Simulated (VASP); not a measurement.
# MgF2 (rutile type) (P4_2/mnm) in VASP: a series of runs, part 2 of 2

VASP 6.6.1. The steps go on from the part before.

### 4 Relaxation of shape and atoms at fixed volume, r2SCAN

POSCAR

```
MgF2
1.0
    3.9414581495      0.0000000000      0.0000000000
    0.0000000000      3.9414581495      0.0000000000
    0.0000000000      0.0000000000      2.5972289570
Mg F
2 4
Direct
    0.0000000000      0.0000000000      0.0000000000
    0.5000000000      0.5000000000      0.5000000000
    0.3028878113      0.3028878113      0.0000000000
    0.6971121887      0.6971121887      0.0000000000
    0.8028878113      0.1971121887      0.5000000000
    0.1971121887      0.8028878113      0.5000000000
```

INCAR.step1

```
PREC = Accurate
ENCUT = 660
ISMEAR = -1
SIGMA = 0.1
LREAL = False
LASPH = True
NELM = 120
GGA = PE
ALGO = Normal
EDIFF = 1E-5
LWAVE = True
LCHARG = False
GGA_COMPAT = False
IBRION = 2
ISIF = 3
EDIFFG = -0.005
NELMIN = 4
NSW = 100
```

INCAR.step2

```
PREC = Accurate
ENCUT = 660
EDIFF = 1E-7
ISMEAR = -1
SIGMA = 0.1
LREAL = False
LASPH = True
NELM = 120
ALGO = Normal
ISIF = 4
LWAVE = False
LCHARG = False
METAGGA = R2SCAN
LMIXTAU = True
IBRION = 2
NSW = 50
EDIFFG = -0.005
ISTART = 1
GGA_COMPAT = False
NELMIN = 4
```

KPOINTS

```
regular mesh
0
Gamma
  7 7 10
```

Potentials or basis: VASP PAW PBE potentials, release 64 (Mg, F).

The run is started by

```console
> cat potpaw_PBE.64/Mg/POTCAR potpaw_PBE.64/F/POTCAR > POTCAR
> cp INCAR.step1 INCAR
> mpirun -np 1 vasp_std > vasp.out
> cp INCAR.step2 INCAR
> mpirun -np 1 vasp_std > vasp.out
```

OUTCAR:

```text
PREC = Accurate
   ENCUT = 660
   EDIFF = 1E-7
   ISMEAR = -1
   LREAL = False
   LASPH = True
   NELM = 120
   ISIF = 4
   METAGGA = R2SCAN
   IBRION = 2
   NSW = 50
   EDIFFG = -0.005
   ISTART = 1
   NELMIN = 4

 ion  position               nearest neighbor table
   1  0.000  0.000  0.000-   3 1.69   4 1.69   5 1.70   6 1.70   5 1.70   6 1.70   2 3.07   2 3.07
                             2 3.07   2 3.07   2 3.07   2 3.07   2 3.07   2 3.07
   2  0.500  0.500  0.500-   5 1.69   6 1.69   3 1.70   4 1.70   3 1.70   4 1.70   1 3.07   1 3.07
                             1 3.07   1 3.07   1 3.07   1 3.07   1 3.07   1 3.07
   3  0.303  0.303  0.000-   1 1.69   2 1.70   2 1.70
   4  0.697  0.697  0.000-   1 1.69   2 1.70   2 1.70
   5  0.803  0.197  0.500-   2 1.69   1 1.70   1 1.70
   6  0.197  0.803  0.500-   2 1.69   1 1.70   1 1.70

  LATTYP: Found a simple tetragonal cell.
 ALAT       =     3.9414581495
 C/A-ratio  =     0.6589512963

  Lattice vectors:

 A1 = (   3.9414581495,   0.0000000000,   0.0000000000)
 A2 = (   0.0000000000,   3.9414581495,   0.0000000000)
 A3 = (   0.0000000000,   0.0000000000,   2.5972289570)

Analysis of symmetry for initial positions (statically):
=====================================================================
 Subroutine PRICEL returns:
 Original cell was already a primitive cell.

 Routine SETGRP: Setting up the symmetry group for a
 simple tetragonal supercell.

 Subroutine GETGRP returns: Found 16 space group operations
 (whereof  8 operations were pure point group operations)
 out of a pool of 16 trial point group operations.

The static configuration has the point symmetry D_2h.
 The point group associated with its full space group is D_4h.

Analysis of symmetry for dynamics (positions and initial velocities):
=====================================================================
 Subroutine PRICEL returns:
[... 139 lines left out ...]
  volume/ion in A,a.u.               =       6.72        45.38
  Fermi-wavevector in a.u.,A,eV,Ry     =   1.515363  2.863622 31.243416  2.296326
  Thomas-Fermi vector in A             =   2.624897
   LORBIT       =      0    0 simple, 1 ext, 2 COOP (PROOUT), +10 PAW based schemes
   METAGGA = R2SCAN    functional components
   LHFCALC =     F    Hartree Fock is set to
   AEXX    =    0.0000 exact exchange contribution
   IVDW    =     0    specifies the selected vdW correction
   LEPSILON=     F    determine dielectric tensor
   LRPA    =     F    only Hartree local field effects (RPA)
 conjugate gradient relaxation of ions
 non-spin polarized calculation
  energy-cutoff  :      660.00
  volume of cell :       40.35
 maximum number of plane-waves:      1577
 NGX is ok and might be reduce to    36
   NGX = 17   NGY = 17   NGZ = 11

--------------------------------------- Ionic step        1  -------------------------------------------

 number of electron      32.0000011 magnetization

 Free energy of the ion-electron system (eV)
  ---------------------------------------------------
  ext. energy  EPLUGINS =         0.00000000
  ---------------------------------------------------
  free energy    TOTEN  =       -36.61126300 eV

  energy without entropy =      -36.61126300  energy(sigma->0) =      -36.61126300

------------------------ aborting loop because EDIFF is reached ----------------------------------------

  FORCE on cell =-STRESS in cart. coord.  units (eV):
  Direction    XX          YY          ZZ          XY          YZ          ZX
  --------------------------------------------------------------------------------------
  -------------------------------------------------------------------------------------
  Total       35.0751387     35.0751387     39.9570623      0.0000000      0.0000000      0.0000000
  in kB     1392.7908462   1392.7908462   1586.6460602      0.0000000      0.0000000      0.0000000
  external PRESSURE =    1457.4092509 kB  Pullay stress =       0.0000000 kB
[... 267 lines left out ...]
--------------------------------------- Ionic step        8  -------------------------------------------

 number of electron      31.9999988 magnetization

 Free energy of the ion-electron system (eV)
  ---------------------------------------------------
  ext. energy  EPLUGINS =         0.00000000
  ---------------------------------------------------
  free energy    TOTEN  =       -36.68796485 eV

  energy without entropy =      -36.68796485  energy(sigma->0) =      -36.68796485

 E-fermi :   4.0860     XC(G=0): -12.9893

 val. band max:        2.0974098536   @ k =   0.0000   0.0000   0.0000
 cond. band min:      14.1796761881   @ k =   0.0000   0.0000   0.0000
 fundamental gap:     12.0822663344
 Fermi energy:         4.0859814514

 k-point     1 :       0.0000    0.0000    0.0000
  band No.  band energies     occupation
      1     -22.2987      2.00000
      2     -20.0630      2.00000
      3     -20.0630      2.00000
      4     -19.8932      2.00000
      5      -4.1369      2.00000
      6      -3.1719      2.00000
[... 541 lines left out ...]
     19      21.0472      0.00000
     20      21.0679      0.00000

 [... further k-points ...]
[... 5 lines left out ...]
  --------------------------------------------------------------------------------------
  -------------------------------------------------------------------------------------
  Total       36.3789779     36.3789779     36.3752881      0.0000000      0.0000000      0.0000000
  in kB     1444.5647046   1444.5647046   1444.4181888      0.0000000      0.0000000      0.0000000
  external PRESSURE =    1444.5158660 kB  Pullay stress =       0.0000000 kB
[... 21 lines left out ...]
  FREE ENERGIE OF THE ION-ELECTRON SYSTEM (eV)
  ---------------------------------------------------
  free  energy   TOTEN  =       -36.6879648468 eV

  energy  without entropy=      -36.6879648467  energy(sigma->0) =      -36.68796485

 reached required accuracy - stopping structural energy minimisation
```

OSZICAR.step1:

```text
N       E                     dE             d eps       ncg     rms          rms(c)
DAV:   1     0.245890545884E+03    0.24589E+03   -0.22934E+04  2504   0.194E+03
DAV:   2    -0.178417459534E+02   -0.26373E+03   -0.25676E+03  2884   0.417E+02
DAV:   3    -0.267819017029E+02   -0.89402E+01   -0.89246E+01  2840   0.760E+01
[... 79 lines left out ...]
       N       E                     dE             d eps       ncg     rms          rms(c)
DAV:   1    -0.314343500403E+02   -0.29915E-03   -0.32306E-02  2400   0.169E+00    0.123E-01
DAV:   2    -0.314341985102E+02    0.15153E-03   -0.28062E-04  2780   0.154E-01    0.700E-02
DAV:   3    -0.314341179927E+02    0.80518E-04   -0.63006E-05  2832   0.861E-02    0.786E-03
DAV:   4    -0.314341172811E+02    0.71163E-06   -0.52324E-06  1340   0.206E-02
  11 F= -.31434117E+02 E0= -.31434117E+02  d E =-.267168E-03
```

Wall time 20 min (1 thread of AMD EPYC 9R45 (Zen 5), shared host); peak memory 0.19 GiB.

What came out:

| Item | Value |
| --- | --- |
| Free energy | -36.6880 eV |
| Energy gained by relaxing | 12.8 meV/atom |
| Ionic steps | 8 |
| Pressure after relaxing | 144.5 GPa |
| Band gap on the k mesh | 12.08 eV |

Step by step:
| step | energy change (eV) | largest force (eV/Å) | pressure (GPa) | volume (Å³) |
| --- | --- | --- | --- | --- |
| 1 | 0.0000 | 1.4051 | 145.74 | 40.35 |
| 2 | 0.3783 | 3.7985 | 147.47 | 40.35 |
| 3 | -0.0744 | 0.0316 | 144.53 | 40.35 |
| 4 | -0.0744 | 0.0620 | 144.52 | 40.35 |
| 5 | -0.0755 | 0.0484 | 144.50 | 40.35 |
| 6 | -0.0767 | 0.0156 | 144.45 | 40.35 |
| 7 | -0.0766 | 0.0543 | 144.47 | 40.35 |
| 8 | -0.0767 | 0.0009 | 144.45 | 40.35 |

Final structure:
```
CELL_PARAMETERS angstrom
3.91110 0.00000 0.00000
0.00000 3.91110 0.00000
0.00000 0.00000 2.63770
ATOMIC_POSITIONS crystal
Mg 0.00000 0.00000 0.00000
Mg 0.50000 0.50000 0.50000
F 0.30042 0.30042 0.00000
F 0.69958 0.69958 0.00000
F 0.80042 0.19958 0.50000
F 0.19958 0.80042 0.50000
```

Caveat: the PAW data sets were made with another functional, which shifts forces and pressure a little.

### 5 Summary

```tsv
task	cell	gap on the mesh (eV)	pressure (GPa)	largest force (eV/Å)
single point	a = 3.914, b = 3.914, c = 2.634 Å, 6 atoms, atomic positions A	12.09	144.4	0.07
single point	a = 4.622, b = 4.622, c = 3.046 Å, 6 atoms, atomic positions B	8.03	-1.5	0.01
relaxation of shape and atoms at fixed volume	relaxed from a = 3.941, b = 3.941, c = 2.597 Å, 6 atoms, atomic positions B	12.08	144.5	-
```

Alike in all rows: level r2SCAN; potentials or basis VASP PAW PBE potentials, release 64 (Mg, F); no spin polarisation; k mesh 7 × 7 × 10; cutoff (eV) 660; smearing fermi-dirac 0.1 eV.

Caveats: the PAW data sets were made with another functional, which shifts forces and pressure a little; the cell stands under pressure (at least some runs).

Total energies depend on the potentials used, so only differences within one code and one set of settings carry meaning.
